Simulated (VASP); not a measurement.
The system is Ca.

```
Ca
1.0
     0.00000    2.21152    2.21152
     2.21152    0.00000    2.21152
     2.21152    2.21152    0.00000
Ca
1
Cartesian
  0.0000 0.0000 0.0000
```

| Item | Value |
| --- | --- |
| Program | VASP 6.6.1 |
| Task | relaxation of cell and atoms |
| Functional | PBE |
| Potentials or basis | VASP PAW PBE potentials, release 64 (Ca_sv) |
| Cutoff | 600 eV |
| k mesh | 8 × 8 × 8 |
| Occupations | gaussian, width 0.1 eV |
| Spin | no spin polarisation |

At the start: pressure 31.7 GPa; volume 21.63 Å³/atom.

Q: How do energy, volume and symmetry change on relaxing?

A: Over 3 steps the energy falls by 1302.6 meV/atom and the volume is 42.39 Å³/atom (+95.9 %); space group Fm-3m (No. 225, to 0.05 Å).

The path:
| step | energy change (eV) | largest force (eV/Å) | pressure (GPa) | volume (Å³) |
| --- | --- | --- | --- | --- |
| 1 | 0.0000 | 0.0000 | 31.72 | 21.63 |
| 2 | -0.5768 | 0.0000 | 3.21 | 38.00 |
| 3 | -1.3026 | 0.0000 | -0.10 | 42.39 |

Final structure:
```xyz
1
Lattice="0.0000 2.7674 2.7674 2.7674 0.0000 2.7674 2.7674 2.7674 0.0000" Properties=species:S:1:pos:R:3 pbc="T T T"
Ca    0.0000    0.0000    0.0000
```

Caveat: the volume moved by over 15 % at a fixed basis, so the end points are rough.
